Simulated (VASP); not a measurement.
# Cr (P6_3/mmc) in VASP: single point with PBE

Aim: the single point of Cr with PBE.

All numbers are computed with VASP 6.6.1; they aren't measurements. Logs are shortened: lines on timing, memory, paths and dates and some standing lists are left out, and cuts for length are marked.

## (1) The cell of the first run

Symmetry: P6_3/mmc, No. 194, hexagonal system. The conventional cell has a = 2.624 Å, b = 2.624 Å, c = 8.459 Å, α = 90.00°, β = 90.00°, γ = 120.00°. Within 3.4 Å of Cr (site symmetry -3m) lie 12 Cr at 2.60 to 2.62 Å. Cr (site symmetry -6m2) has 12 Cr at 2.60 to 2.62 Å within 3.4 Å.

## (2) Single point, PBE, collinear spin, ferromagnetic start

Contents of INCAR:

```
SYSTEM = Cr
ALGO     = Normal         ! electronic algorithm
EDIFF    = 1E-7           ! SCF threshold, eV
ENCUT    = 520            ! plane-wave cutoff, eV
GGA      = PE             ! functional
ISIF     = 2              ! what is computed and relaxed
ISMEAR   = 0              ! smearing method
ISPIN    = 2              ! spin polarisation
LASPH    = .TRUE.         ! aspherical terms in the spheres
LCHARG   = .TRUE.         ! write CHGCAR
LELF     = .TRUE.         ! ELF
LMAXMIX  = 4              ! l up to which the mixer works
LORBIT   = 11             ! projections on sites
LREAL    = .FALSE.        ! projectors in reciprocal space
LVHAR    = .TRUE.       
LWAVE    = .FALSE.        ! write WAVECAR
MAGMOM   = 3 3 3 3        ! initial moments
NBANDS   = 36             ! bands
NELM     = 150            ! most SCF steps
PREC     = Accurate       ! precision mode
SIGMA    = 0.1            ! smearing width, eV
```

Contents of KPOINTS:

```
k-points
0
G
  6 6 2
  0 0 0
```

Contents of POSCAR:

```
Cr
1.0
    2.6242056598      0.0000000000      0.0000000000
   -1.3121028299      2.2726287662      0.0000000000
    0.0000000000      0.0000000000      8.4589150831
Cr
4
Direct
    0.0000000000      0.0000000000      0.0000000000
    0.3333333333      0.6666666667      0.2500000000
    0.0000000000      0.0000000000      0.5000000000
    0.6666666667      0.3333333333      0.7500000000
```

Potentials or basis: VASP PAW PBE potentials, release 64 (Cr_pv).

Run with:

```
$ cat potpaw_PBE.64/Cr_pv/POTCAR > POTCAR
$ mpirun -np 1 vasp_std > vasp.out
```

OUTCAR:

```text
SYSTEM = Cr
   EDIFF = 1E-7
   ENCUT = 520
   GGA = PE
   ISIF = 2
   ISMEAR = 0
   ISPIN = 2
   LASPH = .TRUE.
   LORBIT = 11
   LREAL = .FALSE.
   NELM = 150
   PREC = Accurate

 ion  position               nearest neighbor table
   1  0.000  0.000  0.000-   2 2.60   4 2.60   4 2.60   2 2.60   4 2.60   2 2.60
   2  0.333  0.667  0.250-   1 2.60   3 2.60   1 2.60   3 2.60   1 2.60   3 2.60
   3  0.000  0.000  0.500-   2 2.60   4 2.60   4 2.60   2 2.60   4 2.60   2 2.60
   4  0.667  0.333  0.750-   1 2.60   3 2.60   1 2.60   3 2.60   1 2.60   3 2.60

  LATTYP: Found a hexagonal cell.
 ALAT       =     2.6242056598
 C/A-ratio  =     3.2234192665

  Lattice vectors:

 A1 = (   2.6242056598,   0.0000000000,   0.0000000000)
 A2 = (  -1.3121028299,   2.2726287662,   0.0000000000)
 A3 = (   0.0000000000,   0.0000000000,   8.4589150831)

Analysis of symmetry for initial positions (statically):
=====================================================================
 Subroutine PRICEL returns:
 Original cell was already a primitive cell.

 Routine SETGRP: Setting up the symmetry group for a
 hexagonal supercell.

 Subroutine GETGRP returns: Found 24 space group operations
 (whereof 12 operations were pure point group operations)
 out of a pool of 24 trial point group operations.

The static configuration has the point symmetry D_3d.
 The point group associated with its full space group is D_6h.

Analysis of symmetry for dynamics (positions and initial velocities):
=====================================================================
 Subroutine PRICEL returns:
 Original cell was already a primitive cell.

 Routine SETGRP: Setting up the symmetry group for a
 hexagonal supercell.

 Subroutine GETGRP returns: Found 24 space group operations
 (whereof 12 operations were pure point group operations)
 out of a pool of 24 trial point group operations.

The dynamic configuration has the point symmetry D_3d.
 The point group associated with its full space group is D_6h.

Analysis of structural, dynamic, and magnetic symmetry:
=====================================================================
 Subroutine PRICEL returns:
 Original cell was already a primitive cell.

 Routine SETGRP: Setting up the symmetry group for a
 hexagonal supercell.

 Subroutine GETGRP returns: Found 24 space group operations
 (whereof 12 operations were pure point group operations)
 out of a pool of 24 trial point group operations.

The overall configuration has the point symmetry D_3d.
 The point group associated with its full space group is D_6h.

 Subroutine INISYM returns: Found 24 space group operations
[... 120 lines left out ...]
   LRPA    =     F    only Hartree local field effects (RPA)
 spin polarized calculation
 Gauss-broadening in eV      SIGMA  =   0.10
  energy-cutoff  :      520.00
  volume of cell :       50.45
 maximum number of plane-waves:      1404
 NGX is ok and might be reduce to    20
   NGX =  9   NGY =  9   NGZ = 31

 number of electron      48.0000000 magnetization      12.0000000

 number of electron      48.0000023 magnetization       1.2189981

 Free energy of the ion-electron system (eV)
  ---------------------------------------------------
  ext. energy  EPLUGINS =         0.00000000
  ---------------------------------------------------
  free energy    TOTEN  =       -36.23293393 eV

  energy without entropy =      -36.19314827  energy(sigma->0) =      -36.21304110

 E-fermi :   9.5860     XC(G=0): -13.1535

 val. band max:        9.5575555691   @ k =   0.1667  -0.0000   0.0000
 cond. band min:       9.5969988593   @ k =   0.1667  -0.0000   0.5000
 fundamental gap:      0.0394432902
 Fermi energy:         9.5859976735

 spin component 1

 k-point     1 :       0.0000    0.0000    0.0000
  band No.  band energies     occupation
      1     -33.7025      1.00000
      2     -33.4227      1.00000
      3     -33.2674      1.00000
      4     -33.2090      1.00000
      5     -33.2090      1.00000
      6     -33.1962      1.00000
[... 535 lines left out ...]
     35      16.6569      0.00000
     36      16.6569      0.00000
 Fermi energy:         9.5859976735

 spin component 2

 k-point     1 :       0.0000    0.0000    0.0000
  band No.  band energies     occupation
      1     -33.4586      1.00000
      2     -33.1781      1.00000
      3     -33.0186      1.00000
      4     -32.9113      1.00000
      5     -32.9113      1.00000
      6     -32.8981      1.00000
[... 535 lines left out ...]
     35      16.8554      0.00000
     36      16.8554      0.00000

------------------------ aborting loop because EDIFF is reached ----------------------------------------

  FORCE on cell =-STRESS in cart. coord.  units (eV):
  Direction    XX          YY          ZZ          XY          YZ          ZX
  --------------------------------------------------------------------------------------
  -------------------------------------------------------------------------------------
  Total       -4.0345009     -4.0345009     -3.5439331      0.0000000      0.0000000      0.0000000
  in kB     -128.1325210   -128.1325210   -112.5524779      0.0000000      0.0000000      0.0000000
  external PRESSURE =    -122.9391733 kB  Pullay stress =       0.0000000 kB

 VOLUME and BASIS-vectors are now :
 -----------------------------------------------------------------------------
  energy-cutoff  :      520.00
  volume of cell :       50.45
      direct lattice vectors                 reciprocal lattice vectors
     2.624205660  0.000000000  0.000000000     0.381067694  0.220009536  0.000000000
    -1.312102830  2.272628766  0.000000000     0.000000000  0.440019072  0.000000000
     0.000000000  0.000000000  8.458915083     0.000000000  0.000000000  0.118218470

 POSITION                                       TOTAL-FORCE (eV/Angst)
 -----------------------------------------------------------------------------------
      0.00000      0.00000      0.00000         0.000000      0.000000      0.000000
     -0.00000      1.51509      2.11473        -0.000000      0.000000     -0.000000
      0.00000      0.00000      4.22946         0.000000      0.000000      0.000000
      1.31210      0.75754      6.34419         0.000000     -0.000000      0.000000
 -----------------------------------------------------------------------------------
    total drift:                                0.000000     -0.000000      0.000000

  FREE ENERGIE OF THE ION-ELECTRON SYSTEM (eV)
  ---------------------------------------------------
  free  energy   TOTEN  =       -36.2329339251 eV

  energy  without entropy=      -36.1931482666  energy(sigma->0) =      -36.21304110

 total charge

# of ion       s       p       d       tot
------------------------------------------
    1        0.417   6.339   4.140  10.896
    2        0.417   6.336   4.142  10.895
    3        0.417   6.339   4.140  10.896
    4        0.417   6.336   4.142  10.895
--------------------------------------------------
tot          1.668  25.349  16.564  43.581

 magnetization (x)

# of ion       s       p       d       tot
------------------------------------------
    1        0.003   0.013   0.430   0.447
    2       -0.000   0.009   0.112   0.121
    3        0.003   0.013   0.430   0.447
    4       -0.000   0.009   0.112   0.121
--------------------------------------------------
tot          0.005   0.045   1.085   1.135
```

OSZICAR:

```text
N       E                     dE             d eps       ncg     rms          rms(c)
DAV:   1     0.605699073301E+03    0.60570E+03   -0.26819E+04  2016   0.166E+03
DAV:   2    -0.770927715520E+01   -0.61341E+03   -0.59350E+03  2032   0.505E+02
DAV:   3    -0.385466945552E+02   -0.30837E+02   -0.29178E+02  2144   0.130E+02
[... 19 lines left out ...]
DAV:  23    -0.362329333120E+02   -0.89259E-06   -0.90834E-06  2352   0.346E-02    0.127E-03
DAV:  24    -0.362329336922E+02   -0.38026E-06   -0.16184E-06  2260   0.925E-03    0.996E-04
DAV:  25    -0.362329338110E+02   -0.11882E-06   -0.86428E-08  1120   0.288E-03    0.507E-04
DAV:  26    -0.362329339147E+02   -0.10362E-06   -0.24043E-08  1092   0.124E-03    0.705E-04
DAV:  27    -0.362329339251E+02   -0.10436E-07   -0.19961E-08  1116   0.164E-03
   1 F= -.36232934E+02 E0= -.36213041E+02  d E =-.397857E-01  mag=     1.2189
```

It took 44 s on 1 thread of Intel Xeon 6975P-C (Granite Rapids), shared host; peak memory 0.19 GiB.

Results:

- Free energy: -36.2329 eV
- Pressure: -12.3 GPa
- Net moment: 1.22 μB per cell
- Site moments: Cr +0.45, +0.12 μB
- Valence electrons inside the program's atomic spheres: Cr 10.90, 10.89

Stress tensor (GPa, compression positive):
```
-12.81   0.00   0.00
  0.00 -12.81   0.00
  0.00   0.00 -11.26
```

Caveat: the k points lie up to 0.46 Å⁻¹ apart.
